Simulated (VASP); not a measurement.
A run of VASP 6.6.1:

The input INCAR:

```
SYSTEM = SiO2
ALGO     = Normal         ! electronic algorithm
EDIFF    = 1E-7           ! SCF threshold, eV
ENCUT    = 520            ! plane-wave cutoff, eV
GGA      = PE             ! functional
ISIF     = 2              ! what is computed and relaxed
ISMEAR   = 0              ! smearing method
LASPH    = .True.         ! aspherical terms in the spheres
LCHARG   = .False.        ! write CHGCAR
LREAL    = .False.        ! projectors in reciprocal space
LWAVE    = .False.        ! write WAVECAR
NBANDS   = 25             ! bands
NELM     = 60             ! most SCF steps
PREC     = Accurate       ! precision mode
SIGMA    = 0.02           ! smearing width, eV
```

File KPOINTS:

```
k-points
0
Gamma
  6 6 6
  0 0 0
```

POSCAR

```
SiO2
1.0
   -2.5131486293      2.5131486293      3.6858706364
    2.5131486293     -2.5131486293      3.6858706364
    2.5131486293      2.5131486293     -3.6858706364
Si O
2 4
Direct
    0.0000000000      0.0000000000      0.0000000000
    0.7500000000      0.2500000000      0.5000000000
    0.3750000000      0.2174786205      0.3424786205
    0.9674786205      0.6250000000      0.8424786205
    0.7825213795      0.1250000000      0.1575213795
    0.8750000000      0.0325213795      0.6575213795
```

Potentials or basis: VASP PAW PBE potentials, release 64 (Si, O).

The run is started by

```console
$ cat potpaw_PBE.64/Si/POTCAR potpaw_PBE.64/O/POTCAR > POTCAR
$ mpirun -np 1 vasp_std > vasp.out
```

Hardware: 1 thread of AMD EPYC 7R13, on a shared host.

Question: Estimate the wall time of this run.

Answer: Wall time 2.7 min on 1 thread of AMD EPYC 7R13, with other jobs on the host, peak memory 0.22 GiB. Counts: scf iterations 15, k points 30.
